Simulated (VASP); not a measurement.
# NaCl (R-3m) in VASP: notebook, part 2 of 2

VASP 6.6.1. The steps go on from the part before.

**3. Single point, PBE (epitaxial 111 strain +3.0%)**

File INCAR:

```
SYSTEM = NaCl
PREC = Accurate ; ENCUT = 520
EDIFF = 1E-7 ; ISMEAR = -1
SIGMA = 0.02 ; LREAL = .FALSE.
LASPH = .TRUE. ; NELM = 60
ALGO = Normal ; ISIF = 2
LWAVE = .FALSE. ; LCHARG = .FALSE.
GGA = PE ; NBANDS = 14
```

File KPOINTS:

```
regular mesh
0
G
  8 8 8
  0 0 0
```

File POSCAR:

```
NaCl
1.0
   -0.1000945065      2.7866852837      2.7866852837
    2.7866852837     -0.1000945065      2.7866852837
    2.7866852837      2.7866852837     -0.1000945065
Na Cl
1 1
Direct
    0.0000000000      0.0000000000      0.0000000000
    0.5000000000      0.5000000000      0.5000000000
```

Potentials or basis: VASP PAW PBE potentials, release 64 (Na_pv, Cl).

Started as:

```bash
$ cat potpaw_PBE.64/Na_pv/POTCAR potpaw_PBE.64/Cl/POTCAR > POTCAR
$ mpirun -np 1 vasp_std > vasp.out
```

It took 19 s on 1 thread of Intel Xeon 6975P-C (Granite Rapids), shared host; peak memory 0.17 GiB.

It converged, with:

| Property | Result |
| --- | --- |
| Free energy | -6.7710 eV |
| Pressure | 0.3 GPa |
| Band gap on the k mesh | 4.91 eV, direct |

Stress tensor (GPa, compression positive):
```
0.27 0.40 0.40
0.40 0.27 0.40
0.40 0.40 0.27
```

Levels at points of the mesh, in eV from the valence-band top:
| k point | band 4 | band 5 | band 6 | band 7 | band 8 | band 9 | band 10 | band 11 |
| --- | --- | --- | --- | --- | --- | --- | --- | --- |
| (0.00, 0.00, 0.00) | -12.74 | -0.18 | -0.18 | 0.00 | 4.91 | 10.74 | 10.74 | 11.50 |
| (0.50, 0.00, 0.00) | -12.43 | -2.01 | -0.39 | -0.28 | 7.15 | 10.22 | 10.70 | 11.15 |
| (0.50, 0.50, 0.00) | -12.37 | -1.74 | -0.80 | -0.60 | 7.32 | 8.02 | 11.05 | 14.29 |
| (0.50, 0.50, 0.50) | -12.38 | -1.95 | -0.48 | -0.48 | 7.01 | 10.51 | 10.51 | 10.73 |

Caveat: the cell differs from its parent crystal (epitaxial 111 strain +3.0%). A k mesh can miss the band edges.

**4. Single point, r2SCAN (epitaxial 111 strain -3.0%)**

File POSCAR:

```
NaCl
1.0
    0.1023986814      2.8210165420      2.8210165420
    2.8210165420      0.1023986814      2.8210165420
    2.8210165420      2.8210165420      0.1023986814
Na Cl
1 1
Direct
    0.0000000000      0.0000000000      0.0000000000
    0.5000000000      0.5000000000      0.5000000000
```

File INCAR.step1:

```
PREC = Accurate
ENCUT = 520
ISMEAR = 0
SIGMA = 0.01
LREAL = False
LASPH = True
NELM = 100
NBANDS = 14
GGA = PE
ALGO = Normal
EDIFF = 1E-4
LWAVE = True
LCHARG = False
```

File INCAR.step2:

```
PREC = Accurate
ENCUT = 520
EDIFF = 1E-6
ISMEAR = 0
SIGMA = 0.01
LREAL = False
LASPH = True
NELM = 100
ALGO = Normal
ISIF = 2
LWAVE = False
LCHARG = False
METAGGA = R2SCAN
LMIXTAU = True
NBANDS = 14
ISTART = 1
```

File KPOINTS:

```
regular mesh
0
Gamma
  8 8 8
```

Potentials or basis: VASP PAW PBE potentials, release 64 (Na_pv, Cl).

Started as:

```bash
$ cat potpaw_PBE.64/Na_pv/POTCAR potpaw_PBE.64/Cl/POTCAR > POTCAR
$ cp INCAR.step1 INCAR
$ mpirun -np 1 vasp_std > vasp.out
$ cp INCAR.step2 INCAR
$ mpirun -np 1 vasp_std > vasp.out
```

OUTCAR:

```text
PREC = Accurate
   ENCUT = 520
   EDIFF = 1E-6
   ISMEAR = 0
   LREAL = False
   LASPH = True
   NELM = 100
   ISIF = 2
   METAGGA = R2SCAN
   ISTART = 1

 ion  position               nearest neighbor table
   1  0.000  0.000  0.000-
   2  0.500  0.500  0.500-

  LATTYP: Found a trigonal (rhomboedric) cell.
 ALAT       =     3.9908337663
 COS(alpha) =     0.5359454285

  Lattice vectors:

 A1 = (   0.1023986814,   2.8210165420,   2.8210165420)
 A2 = (   2.8210165420,   0.1023986814,   2.8210165420)
 A3 = (   2.8210165420,   2.8210165420,   0.1023986814)

Analysis of symmetry for initial positions (statically):
=====================================================================
 Subroutine PRICEL returns:
 Original cell was already a primitive cell.

 Routine SETGRP: Setting up the symmetry group for a
 trigonal (rhombohedral) supercell.

 Subroutine GETGRP returns: Found 12 space group operations
 (whereof 12 operations were pure point group operations)
 out of a pool of 12 trial point group operations.

The static configuration has the point symmetry D_3d.

[... 173 lines left out ...]
      4     -14.1844      2.00000
      5      -0.9847      2.00000
      6      -0.7462      2.00000
      7      -0.7462      2.00000
      8       5.3047      0.00000
      9      10.4908      0.00000
     10      11.2514      0.00000
     11      11.2514      0.00000
     12      13.3208      0.00000
     13      13.3208      0.00000
     14      14.9929      0.00000
[... 377 lines left out ...]
      1     -22.2919      2.00000
      2     -22.2724      2.00000
      3     -22.2703      2.00000
      4     -13.9100      2.00000
      5      -2.2143      2.00000
      6      -1.3671      2.00000
      7      -0.9634      2.00000
      8       7.3597      0.00000
      9       9.9256      0.00000
     10      10.8935      0.00000
     11      11.8116      0.00000
     12      13.2214      0.00000
     13      14.5200      0.00000
     14      16.9921      0.00000

 [... further k-points ...]

------------------------ aborting loop because EDIFF is reached ----------------------------------------

  FORCE on cell =-STRESS in cart. coord.  units (eV):
  Direction    XX          YY          ZZ          XY          YZ          ZX
  --------------------------------------------------------------------------------------
  -------------------------------------------------------------------------------------
  Total        0.2413021      0.2413021      0.2413021     -0.1538774     -0.1538774     -0.1538774
  in kB        9.1060141      9.1060141      9.1060141     -5.8068672     -5.8068672     -5.8068672
  external PRESSURE =       9.1060141 kB  Pullay stress =       0.0000000 kB

 VOLUME and BASIS-vectors are now :
 -----------------------------------------------------------------------------
  energy-cutoff  :      520.00
  volume of cell :       42.46
      direct lattice vectors                 reciprocal lattice vectors
     0.102398681  2.821016542  2.821016542    -0.187195439  0.180638531  0.180638531
     2.821016542  0.102398681  2.821016542     0.180638531 -0.187195439  0.180638531
     2.821016542  2.821016542  0.102398681     0.180638531  0.180638531 -0.187195439

 POSITION                                       TOTAL-FORCE (eV/Angst)
 -----------------------------------------------------------------------------------
      0.00000      0.00000      0.00000        -0.000000      0.000000      0.000000
      2.87222      2.87222      2.87222         0.000000     -0.000000     -0.000000
 -----------------------------------------------------------------------------------
    total drift:                               -0.000000      0.000000      0.000000

  FREE ENERGIE OF THE ION-ELECTRON SYSTEM (eV)
  ---------------------------------------------------
  free  energy   TOTEN  =       -13.7777252082 eV

  energy  without entropy=      -13.7777252082  energy(sigma->0) =      -13.77772521
```

Run time: 65 s. Hardware: 1 thread of Intel Xeon 6975P-C (Granite Rapids), shared host; peak memory 0.18 GiB.

Results:

- Free energy: -13.7777 eV
- Pressure: 0.9 GPa
- Band gap on the k mesh: 6.05 eV, direct

Levels at points of the mesh, in eV from the valence-band top:
```tsv
k point	band 5	band 6	band 7	band 8	band 9	band 10
(0.00, 0.00, 0.00)	-0.24	0.00	0.00	6.05	11.24	12.00
(0.50, 0.00, 0.00)	-2.17	-0.51	-0.36	7.90	11.49	11.96
(0.50, 0.50, 0.00)	-1.92	-0.85	-0.63	8.32	8.68	12.50
(0.50, 0.50, 0.50)	-2.23	-0.26	-0.26	8.14	11.55	12.14
```

Caveat: the cell differs from its parent crystal (epitaxial 111 strain -3.0%); the PAW data sets were made with another functional, which shifts forces and pressure a little.

**5. Overview**

```tsv
level	cell	smearing	gap on the mesh (eV)	pressure (GPa)
PBE	a = 3.950 Å, angles 61.6°, 2 atoms	fermi-dirac 0.02 eV	5.00	0.6
PBE	a = 3.942 Å, angles 62.4°, 2 atoms	fermi-dirac 0.02 eV	4.91	0.3
r2SCAN	a = 3.991 Å, angles 57.6°, 2 atoms	gaussian 0.01 eV	6.05	0.9
```

Alike in all rows: task single point; potentials or basis VASP PAW PBE potentials, release 64 (Na_pv, Cl); no spin polarisation; k mesh 8 × 8 × 8; cutoff (eV) 520.

Caveats: the PAW data sets were made with another functional, which shifts forces and pressure a little (some runs).

Absolute energies hang on the potentials; compare differences alone.
